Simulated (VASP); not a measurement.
Here is a VASP 6.6.1 calculation.

File INCAR:

```
SYSTEM = Be16I
ALGO     = Normal         ! electronic algorithm
EDIFF    = 1E-6           ! SCF threshold, eV
ENCUT    = 520            ! plane-wave cutoff, eV
GGA      = PS             ! functional
ISIF     = 2              ! what is computed and relaxed
ISMEAR   = 0              ! smearing method
LASPH    = .True.         ! aspherical terms in the spheres
LCHARG   = .False.        ! write CHGCAR
LREAL    = Auto         
LWAVE    = .False.        ! write WAVECAR
NBANDS   = 34             ! bands
NELM     = 100            ! most SCF steps
PREC     = Accurate       ! precision mode
SIGMA    = 0.15           ! smearing width, eV
```

File KPOINTS:

```
k-points
0
Gamma
  4 4 1
  0 0 0
```

The input POSCAR:

```
Be16I
1.0
    4.5800000000      0.0000000000      0.0000000000
    2.2900000000      3.9663960000      0.0000000000
    0.0000000000      0.0000000000     17.3826450000
Be I
16 1
Direct
   -0.1666666667      0.3333333333      0.0575285867
    0.3333333333      0.3333333333      0.0575285867
   -0.1666666667      0.8333333333      0.0575285867
    0.3333333333      0.8333333333      0.0575285867
   -0.0007970348      0.0014958164      0.1602930394
    0.4999353005      0.0000320190      0.1594321232
   -0.0007978701      0.4993049106      0.1602919464
    0.5014940864      0.4992554954      0.1603207682
   -0.1667884755      0.3334014052      0.2647817982
    0.3340607737      0.3317535617      0.2617156365
   -0.1684351749      0.8342175113      0.2616674275
    0.3340637275      0.8341882656      0.2617165569
    0.0055987114     -0.0112926193      0.3662555382
    0.5001788863     -0.0000857201      0.3582670531
    0.0055937059      0.5056855140      0.3662645127
    0.4891772386      0.5054114617      0.3663101904
   -0.1658898660      0.3328696883      0.4888917078
```

Potentials or basis: VASP PAW PBE potentials, release 64 (Be, I).

The run is started by

```console
$ cat potpaw_PBE.64/Be/POTCAR potpaw_PBE.64/I/POTCAR > POTCAR
$ mpirun -np 1 vasp_std > vasp.out
```

(1) What does it give for the largest force?

Results:

(1) 0.071 eV/Å.

Caveat: the k points lie up to 0.40 Å⁻¹ apart; the PAW data sets were made with another functional, which shifts forces and pressure a little; an odd number of electrons without spin polarisation forces a metal; a magnetic or distorted state may lie lower.
